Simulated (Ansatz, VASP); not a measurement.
## K2SiSb3 in VASP and in Ansatz

INCAR

```
SYSTEM = K2SiSb3
  ALGO = Normal
  EDIFF = 1E-6
  ENCUT = 520
  GGA = PE
  ISIF = 2
  ISMEAR = 0
  LASPH = .TRUE.
  LCHARG = .FALSE.
  LREAL = .FALSE.
  LWAVE = .FALSE.
  NBANDS = 28
  NELM = 60
  PREC = Accurate
  SIGMA = 0.1
```

File KPOINTS:

```
k-points
0
G
  12 12 4
  0 0 0
```

The input POSCAR:

```
K2SiSb3
1.0
    5.4562977940      0.0000000000      0.0000000000
   -2.7281488970      4.7252925002      0.0000000000
    0.0000000000      0.0000000000     13.3180869008
K Si Sb
2 1 3
Direct
    0.0000000000      0.0000000000      0.7536686070
    0.0000000000      0.0000000000      0.2463313930
    0.0000000000      0.0000000000      0.0000000000
    0.3333333333      0.6666666667      0.5000000000
    0.6666666667      0.3333333333      0.5000000000
    0.0000000000      0.0000000000      0.5000000000
```

Input for Ansatz:

```yaml
crystal:
  lattice:
    - [5.456297794, 0.0, 0.0]
    - [-2.728148897, 4.7252925002, 0.0]
    - [0.0, 0.0, 13.3180869008]
  atoms:
    - { symbol: K, position: [0.0, 0.0, 0.753668607] }
    - { symbol: K, position: [0.0, 0.0, 0.246331393] }
    - { symbol: Si, position: [0.0, 0.0, 0.0] }
    - { symbol: Sb, position: [0.3333333333, 0.6666666667, 0.5] }
    - { symbol: Sb, position: [0.6666666667, 0.3333333333, 0.5] }
    - { symbol: Sb, position: [0.0, 0.0, 0.5] }
basis:
  ecutwfc: 420
kpoints:
  mp_grid: { grid: [12, 12, 4] }
  band_path:
    path:
      - [[0.0, 0.0, 0.0], [0.5, 0.0, 0.0], [0.33333333, 0.33333333, 0.0], [0.0, 0.0, 0.0], [0.0, 0.0, 0.5], [0.5, 0.0, 0.5], [0.33333333, 0.33333333, 0.5], [0.0, 0.0, 0.5]]
      - [[0.5, 0.0, 0.5], [0.5, 0.0, 0.0]]
      - [[0.33333333, 0.33333333, 0.5], [0.33333333, 0.33333333, 0.0]]
    npoints: 14
hamiltonian:
  xc: pbe
scf:
  occupations: { method: gaussian, width: 0.1 }
  n_extra_bands: 15
output:
  forces: true
  stress: true
  eigenvalues: true
  populations: true
  dos: { projected: true, de: 0.02, nscf_kmesh: { grid: [15, 15, 5] } }
  bader: true
  write_density: true
  write_potential: true
  elf: true
  volumetric_format: npy
```

Alike in both runs: task single point; functional PBE; k mesh 12 × 12 × 4; occupations gaussian, width 0.1 eV; no spin polarisation.

|  | VASP | Ansatz |
| --- | --- | --- |
| version | VASP 6.6.1 | Ansatz 0.2.0 |
| potentials or method | VASP PAW PBE potentials, release 64 (K_sv, Si, Sb), cutoff 520 eV | scalar-relativistic, plane waves, PAW |
| valence electrons in the cell | 37 | 67 |

Ansatz gave:

```
gap on the k mesh at the Fermi level (eV)                     : none
pressure (GPa)                                                : 0.0
traceless stress, the component that is largest in VASP (GPa) : 0.03
```

Task: What did VASP give for the same quantities?

Result: gap on the k mesh at the Fermi level (eV): none; pressure (GPa): 0.0; traceless stress, the component that is largest in VASP (GPa): 0.06.

A gap of «none» marks a metal or a gap that the smearing closes. The functional is the same, so the differences come from potentials, cutoffs and numerics. VASP's potentials hold 37 valence electrons a cell and Ansatz's 67, so a difference there can come from the potentials and not from the codes.

Spin-orbit coupling is off throughout.
